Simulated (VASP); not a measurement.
# Cd3O (I4/mmm) in VASP: notebook

Cd3O is run at these levels: PBE; tasks: single point, relaxation of cell and atoms.

Everything below comes from runs of VASP 6.6.1. Logs are shortened: lines on timing, memory, paths and dates and some standing lists are left out, and cuts for length are marked.

### Step 1. The cell of the first run

Symmetry: I4/mmm, No. 139, tetragonal system. The conventional cell has a = 3.856 Å, b = 3.856 Å, c = 9.880 Å, α = 90.00°, β = 90.00°, γ = 90.00°. Within 3.6 Å of Cd (site symmetry 4/mmm) lie 4 O at 2.73 Å and 8 Cd at 3.13 Å. Within 3.6 Å of Cd (site symmetry -4m2) lie 8 Cd at 2.73 to 3.13 Å and 4 O at 3.13 Å. O (site symmetry 4/mmm) has 12 Cd at 2.73 to 3.13 Å within 3.6 Å.

### Step 2. Single point, PBE

File INCAR:

```
SYSTEM = Cd3O
  PREC = Accurate
  ENCUT = 520
  EDIFF = 1E-6
  ISMEAR = 0
  SIGMA = 0.1
  LREAL = .False.
  LASPH = .True.
  NELM = 100
  ALGO = Normal
  ISIF = 2
  LWAVE = .False.
  LCHARG = .False.
  GGA = PE
  NBANDS = 29
```

File KPOINTS:

```
Automatic mesh
0
Gamma
  6 6 6
  0 0 0
```

File POSCAR:

```
Cd3O
1.0
   -1.9280320060      1.9280320060      4.9397960671
    1.9280320060     -1.9280320060      4.9397960671
    1.9280320060      1.9280320060     -4.9397960671
Cd O
3 1
Direct
    0.5000000000      0.5000000000      0.0000000000
    0.2500000000      0.7500000000      0.5000000000
    0.7500000000      0.2500000000      0.5000000000
    0.0000000000      0.0000000000      0.0000000000
```

Potentials or basis: VASP PAW PBE potentials, release 64 (Cd, O).

Launch:

```
$ cat potpaw_PBE.64/Cd/POTCAR potpaw_PBE.64/O/POTCAR > POTCAR
$ mpirun -np 1 vasp_std > vasp.out
```

OUTCAR:

```text
SYSTEM = Cd3O
   PREC = Accurate
   ENCUT = 520
   EDIFF = 1E-6
   ISMEAR = 0
   LREAL = .False.
   LASPH = .True.
   NELM = 100
   ISIF = 2
   GGA = PE

 ion  position               nearest neighbor table
   1  0.500  0.500  0.000-   4 2.73   4 2.73   4 2.73   4 2.73   3 3.13   2 3.13   3 3.13   3 3.13
                             2 3.13   2 3.13   3 3.13   2 3.13
   2  0.250  0.750  0.500-   3 2.73   3 2.73   3 2.73   3 2.73   1 3.13   1 3.13   1 3.13   1 3.13

   3  0.750  0.250  0.500-   2 2.73   2 2.73   2 2.73   2 2.73   1 3.13   1 3.13   1 3.13   1 3.13

   4  0.000  0.000  0.000-   1 2.73   1 2.73   1 2.73   1 2.73

  LATTYP: Found a body centered tetragonal cell.
 ALAT       =     3.8560640120
 C/A-ratio  =     2.5620923572

  Lattice vectors:

 A1 = (  -1.9280320060,   1.9280320060,   4.9397960671)
 A2 = (   1.9280320060,  -1.9280320060,   4.9397960671)
 A3 = (   1.9280320060,   1.9280320060,  -4.9397960671)

Analysis of symmetry for initial positions (statically):
=====================================================================
 Subroutine PRICEL returns:
 Original cell was already a primitive cell.

 Routine SETGRP: Setting up the symmetry group for a
 body centered tetragonal supercell.

 Subroutine GETGRP returns: Found 16 space group operations
 (whereof 16 operations were pure point group operations)
 out of a pool of 16 trial point group operations.

The static configuration has the point symmetry D_4h.

Analysis of symmetry for dynamics (positions and initial velocities):
=====================================================================
 Subroutine PRICEL returns:
 Original cell was already a primitive cell.

 Routine SETGRP: Setting up the symmetry group for a
 body centered tetragonal supercell.

 Subroutine GETGRP returns: Found 16 space group operations
 (whereof 16 operations were pure point group operations)
 out of a pool of 16 trial point group operations.

The dynamic configuration has the point symmetry D_4h.

 Subroutine INISYM returns: Found 16 space group operations
 (whereof 16 operations are pure point group operations),
 and found     1 'primitive' translations

----------------------------------------------------------------------------------------

                                     Primitive cell

  volume of cell :      73.4510

  direct lattice vectors                    reciprocal lattice vectors
    -1.928032006  1.928032006  4.939796067     0.000000000  0.259331795  0.101218753
     1.928032006 -1.928032006  4.939796067     0.259331795  0.000000000  0.101218753
[... 91 lines left out ...]
   EDIFFG = 0.1E-04   stopping-criterion for IOM
   NSW    =      0    number of steps for IOM
   IBRION =     -1    ionic relax: 0-MD 1-quasi-New 2-CG
   NFREE  =      0    steps in history (QN), initial steepest desc. (CG)
   ISIF   =      2    stress and relaxation
   ISYM   =      2    0-nonsym 1-usesym 2-fastsym
   POTIM  = 0.5000    time-step for ionic-motion
   TEBEG  =    0.0;   TEEND  =   0.0 temperature during run
   PSTRESS=    0.0 pullay stress
   NELECT =      42.0000    total number of electrons
   NUPDOWN=      -1.0000    fix difference up-down
   EMIN   =  10.00;   EMAX   =-10.00  energy-range for DOS
   EFERMI =   0.00;   METHOD = LEGACY
   ISMEAR =     0;   SIGMA  =   0.10  broadening in eV -4-tet -1-fermi 0-gaus
   EFERMI_NEDOS =   21; number of points for ismear=-14 and -15
   IALGO  =     38    algorithm
   IMIX   =      4    mixing-type and parameters
     AMIX     =   0.40;   BMIX     =  1.00
     AMIX_MAG =   1.60;   BMIX_MAG =  1.00
  volume/ion in A,a.u.               =      18.36       123.92
  Fermi-wavevector in a.u.,A,eV,Ry     =   1.358810  2.567779 25.121319  1.846365
  Thomas-Fermi vector in A             =   2.485612
   LORBIT       =      0    0 simple, 1 ext, 2 COOP (PROOUT), +10 PAW based schemes
   GGA     = PE    functional components
   LHFCALC =     F    Hartree Fock is set to
   AEXX    =    0.0000 exact exchange contribution
   IVDW    =     0    specifies the selected vdW correction
   LEPSILON=     F    determine dielectric tensor
   LRPA    =     F    only Hartree local field effects (RPA)
 non-spin polarized calculation
 Gauss-broadening in eV      SIGMA  =   0.10
  energy-cutoff  :      520.00
  volume of cell :       73.45
 maximum number of plane-waves:      2003
 NGX is ok and might be reduce to    42
   NGX = 21   NGY = 21   NGZ = 21

 number of electron      42.0000008 magnetization

 Free energy of the ion-electron system (eV)
  ---------------------------------------------------
  ext. energy  EPLUGINS =         0.00000000
  ---------------------------------------------------
  free energy    TOTEN  =        -7.08891995 eV

  energy without entropy =       -7.08211260  energy(sigma->0) =       -7.08551628

 E-fermi :   2.5231     XC(G=0): -10.9910

 val. band max:        2.5167176530   @ k =   0.1667   0.1667  -0.0000
 cond. band min:       2.5512278877   @ k =  -0.3333   0.3333   0.0000
 fundamental gap:      0.0345102347
 Fermi energy:         2.5230764692

 k-point     1 :       0.0000    0.0000    0.0000
  band No.  band energies     occupation
      1     -13.9701      2.00000
      2      -8.0685      2.00000
      3      -7.7883      2.00000
      4      -7.6199      2.00000
      5      -6.9825      2.00000
      6      -6.9825      2.00000
[... 757 lines left out ...]
     28      11.7135      0.00000
     29      12.1527      0.00000

 [... further k-points ...]

------------------------ aborting loop because EDIFF is reached ----------------------------------------

  FORCE on cell =-STRESS in cart. coord.  units (eV):
  Direction    XX          YY          ZZ          XY          YZ          ZX
  --------------------------------------------------------------------------------------
  -------------------------------------------------------------------------------------
  Total        0.1968205      0.1968205      0.2347468      0.0000000     -0.0000000      0.0000000
  in kB        4.2932232      4.2932232      5.1205043      0.0000000     -0.0000000      0.0000000
  external PRESSURE =       4.5689836 kB  Pullay stress =       0.0000000 kB

 VOLUME and BASIS-vectors are now :
 -----------------------------------------------------------------------------
  energy-cutoff  :      520.00
  volume of cell :       73.45
      direct lattice vectors                 reciprocal lattice vectors
    -1.928032006  1.928032006  4.939796067     0.000000000  0.259331795  0.101218753
     1.928032006 -1.928032006  4.939796067     0.259331795  0.000000000  0.101218753
     1.928032006  1.928032006 -4.939796067     0.259331795  0.259331795  0.000000000

 POSITION                                       TOTAL-FORCE (eV/Angst)
 -----------------------------------------------------------------------------------
      0.00000      0.00000      4.93980         0.000000     -0.000000     -0.000000
      1.92803      0.00000      2.46990        -0.000000      0.000000     -0.000000
      0.00000      1.92803      2.46990         0.000000     -0.000000      0.000000
      0.00000      0.00000      0.00000         0.000000     -0.000000     -0.000000
 -----------------------------------------------------------------------------------
    total drift:                               -0.000000      0.000000      0.000000

  FREE ENERGIE OF THE ION-ELECTRON SYSTEM (eV)
  ---------------------------------------------------
  free  energy   TOTEN  =        -7.0889199515 eV

  energy  without entropy=       -7.0821126011  energy(sigma->0) =       -7.08551628
```

OSZICAR:

```text
N       E                     dE             d eps       ncg     rms          rms(c)
DAV:   1     0.333226138334E+03    0.33323E+03   -0.22165E+04  1740   0.146E+03
DAV:   2     0.335416341518E+01   -0.32987E+03   -0.31597E+03  1830   0.383E+02
DAV:   3    -0.108488015086E+02   -0.14203E+02   -0.14120E+02  1988   0.836E+01
DAV:   4    -0.109140918440E+02   -0.65290E-01   -0.65282E-01  1800   0.525E+00
DAV:   5    -0.109142554460E+02   -0.16360E-03   -0.16360E-03  1945   0.250E-01    0.113E+01
DAV:   6    -0.861944187098E+01    0.22948E+01   -0.44082E+01  2223   0.360E+01    0.146E+01
DAV:   7    -0.727426353308E+01    0.13452E+01   -0.14288E+01  1956   0.120E+01    0.413E+00
DAV:   8    -0.713166892663E+01    0.14259E+00   -0.20021E+00  1795   0.585E+00    0.295E+00
DAV:   9    -0.709203728583E+01    0.39632E-01   -0.19423E-01  1865   0.267E+00    0.418E-01
DAV:  10    -0.708877912928E+01    0.32582E-02   -0.30429E-02  1770   0.769E-01    0.187E-01
DAV:  11    -0.708893537535E+01   -0.15625E-03   -0.29212E-03  1910   0.214E-01    0.103E-01
DAV:  12    -0.708891779228E+01    0.17583E-04   -0.61402E-04  1871   0.111E-01    0.138E-02
DAV:  13    -0.708892171804E+01   -0.39258E-05   -0.40750E-05  1805   0.307E-02    0.129E-02
DAV:  14    -0.708891991836E+01    0.17997E-05   -0.14862E-05  1575   0.138E-02    0.283E-03
DAV:  15    -0.708891995146E+01   -0.33100E-07   -0.46512E-07   936   0.429E-03
   1 F= -.70889200E+01 E0= -.70855163E+01  d E =-.680735E-02
```

stdout:

```text
POSCAR found type information on POSCAR CdO
 POSCAR found :  2 types and       4 ions
 scaLAPACK will be used
 LDA part: xc-table for (Slater+PW92), standard interpolation
 POSCAR, INCAR and KPOINTS ok, starting setup
 FFT: planning ... GRIDC
 FFT: planning ... GRID_SOFT
 FFT: planning ... GRID
 WAVECAR not read
 entering main loop
```

Run time: 75 s. Hardware: 1 thread of Intel Xeon Platinum 8375C at 2.90GHz (Ice Lake), shared host; peak memory 0.27 GiB.

What came out:

```yaml
Free_energy: -7.0889 eV
Pressure: 0.5 GPa
Band_gap_on_the_k_mesh: zero (band 21 reaches 3.30 eV, above the bottom of band 22 at 2.21 eV)
```

Stress tensor (GPa, compression positive):
```
0.43 0.00 0.00
0.00 0.43 0.00
0.00 0.00 0.51
```

Caveat: the k points lie up to 0.38 Å⁻¹ apart.

### Step 3. Relaxation of cell and atoms, PBE

This run uses another cell than the first one, of 19.86 Å³/atom, 1.082 times its volume.

File INCAR:

```
SYSTEM = Cd3O
PREC = Accurate
ENCUT = 600
EDIFF = 1E-6
ISMEAR = 0
SIGMA = 0.1
LREAL = .FALSE.
LASPH = .TRUE.
NELM = 100
ALGO = Normal
ISIF = 3
LWAVE = .FALSE.
LCHARG = .FALSE.
GGA = PE
IBRION = 2
NSW = 90
EDIFFG = -0.04
```

File KPOINTS:

```
Automatic mesh
0
G
  6 6 6
  0 0 0
```

File POSCAR:

```
Cd3O
1.0
   -2.0717932475      2.0717932475      4.6279017995
    2.0717932475     -2.0717932475      4.6279017995
    2.0717932475      2.0717932475     -4.6279017995
Cd O
3 1
Direct
    0.5000000000      0.5000000000      0.0000000000
    0.2500000000      0.7500000000      0.5000000000
    0.7500000000      0.2500000000      0.5000000000
    0.0000000000      0.0000000000      0.0000000000
```

Potentials or basis: VASP PAW PBE potentials, release 64 (Cd, O).

Launch:

```
$ cat potpaw_PBE.64/Cd/POTCAR potpaw_PBE.64/O/POTCAR > POTCAR
$ mpirun -np 1 vasp_std > vasp.out
```

It took 10 min on 1 thread of Intel Xeon Platinum 8375C at 2.90GHz (Ice Lake), shared host; peak memory 0.36 GiB.

Results (log left out):

| Property | Result |
| --- | --- |
| Free energy | -7.0959 eV |
| Relaxed volume | 18.53 Å³/atom |
| Relaxed cell | a = 5.677 Å, b = 5.677 Å, c = 5.677 Å, α = 140.27°, β = 140.27°, γ = 57.45° |
| Space group after relaxing (to 0.05 Å) | I4/mmm (No. 139) |
| Energy gained by relaxing | 35.9 meV/atom |
| Ionic steps | 12 |
| Pressure after relaxing | -0.2 GPa |
| Band gap on the k mesh | zero (band 21 reaches 3.15 eV, above the bottom of band 22 at 2.13 eV) |

Stress tensor (GPa, compression positive):
```
-0.22  0.00  0.00
 0.00 -0.22  0.00
 0.00  0.00 -0.07
```

Step by step:
| step | energy change (eV) | largest force (eV/Å) | pressure (GPa) | volume (Å³) |
| --- | --- | --- | --- | --- |
| 1 | 0.0000 | 0.0000 | -4.72 | 79.46 |
| 2 | -0.1121 | 0.0000 | -0.17 | 72.92 |
| 3 | -0.1122 | 0.0000 | 0.05 | 72.67 |
| 4 | -0.1145 | 0.0000 | 0.07 | 72.68 |
| 5 | -0.1211 | 0.0000 | 0.10 | 72.68 |
| 6 | -0.1321 | 0.0000 | 0.36 | 72.64 |
| 7 | -0.1353 | 0.0000 | 1.65 | 72.33 |
| 8 | -0.1382 | 0.0000 | 1.00 | 72.49 |
| 9 | -0.1406 | 0.0000 | 0.67 | 72.89 |
| 10 | -0.1430 | 0.0000 | 0.25 | 73.56 |
| 11 | -0.1425 | 0.0000 | -0.59 | 74.88 |
| 12 | -0.1436 | 0.0000 | -0.17 | 74.13 |

Final structure:
```cif
data_structure
_symmetry_space_group_name_H-M 'P 1'
_symmetry_Int_Tables_number 1
_cell_length_a 5.6775
_cell_length_b 5.6775
_cell_length_c 5.6775
_cell_angle_alpha 140.268
_cell_angle_beta 140.268
_cell_angle_gamma 57.447
_cell_volume 74.13
loop_
_atom_site_label
_atom_site_type_symbol
_atom_site_fract_x
_atom_site_fract_y
_atom_site_fract_z
_atom_site_occupancy
Cd1 Cd 0.50000 0.50000 0.00000 1
Cd2 Cd 0.25000 0.75000 0.50000 1
Cd3 Cd 0.75000 0.25000 0.50000 1
O1 O 0.00000 0.00000 0.00000 1
```

Levels at points of the mesh, in eV from the Fermi level:
| k point | band 18 | band 19 | band 20 | band 21 | band 22 | band 23 | band 24 | band 25 |
| --- | --- | --- | --- | --- | --- | --- | --- | --- |
| (0.00, 0.00, 0.00) | -3.21 | -1.94 | -1.94 | 0.70 | 1.23 | 3.01 | 3.01 | 5.62 |
| (0.50, 0.00, 0.00) | -4.43 | -2.85 | -1.41 | -0.68 | 1.10 | 1.97 | 5.54 | 6.12 |
| (0.50, 0.50, 0.00) | -3.34 | -2.85 | -2.57 | -0.36 | -0.33 | 0.38 | 1.94 | 3.62 |
| (0.50, 0.50, 0.50) | -3.67 | -2.17 | -2.17 | -0.85 | 2.91 | 2.91 | 4.98 | 6.43 |

### Step 4. Single point, PBE

This run uses another cell than the first one, of 18.25 Å³/atom, 0.994 times its volume.

File INCAR:

```
ALGO = Normal
EDIFF = 1E-6
ENCUT = 520
GGA = PE
ISIF = 2
ISMEAR = 0
LASPH = True
LCHARG = False
LREAL = False
LWAVE = False
NBANDS = 29
NELM = 100
PREC = Accurate
SIGMA = 0.1
```

File KPOINTS:

```
k-points
0
Gamma
  16 16 16
```

File POSCAR:

```
Cd3O
1.0
   -1.9363813737      1.9363813737      4.8680307660
    1.9363813737     -1.9363813737      4.8680307660
    1.9363813737      1.9363813737     -4.8680307660
Cd O
3 1
Direct
    0.5000000000      0.5000000000      0.0000000000
    0.2500000000      0.7500000000      0.5000000000
    0.7500000000      0.2500000000      0.5000000000
    0.0000000000      0.0000000000      0.0000000000
```

Launch:

```
$ cat potpaw_PBE.64/Cd/POTCAR potpaw_PBE.64/O/POTCAR > POTCAR
$ mpirun -np 1 vasp_std > vasp.out
```

Wall time 14 min (1 thread of Intel Xeon Platinum 8375C at 2.90GHz (Ice Lake), shared host); peak memory 0.7 GiB.

Results (log left out):

| Quantity | Value |
| --- | --- |
| Free energy | -7.0857 eV |
| Pressure | 0.5 GPa |
| Band gap on the k mesh | zero (band 21 reaches 3.63 eV, above the bottom of band 22 at 2.25 eV) |

Stress tensor (GPa, compression positive):
```
0.57 0.00 0.00
0.00 0.57 0.00
0.00 0.00 0.25
```

Levels at points of the mesh, in eV from the Fermi level:
```tsv
k point	band 18	band 19	band 20	band 21	band 22	band 23	band 24	band 25
(0.00, 0.00, 0.00)	-3.22	-1.97	-1.97	0.93	1.29	2.98	2.98	5.53
(0.50, 0.00, 0.00)	-4.45	-2.85	-1.46	-0.62	1.09	1.99	5.37	6.36
(0.50, 0.50, 0.00)	-3.41	-2.95	-2.66	-0.34	-0.31	0.42	2.11	3.60
(0.50, 0.50, 0.50)	-3.72	-2.24	-2.24	-0.83	2.87	2.87	4.83	6.75
```

(Continued in part 2 of 2.)
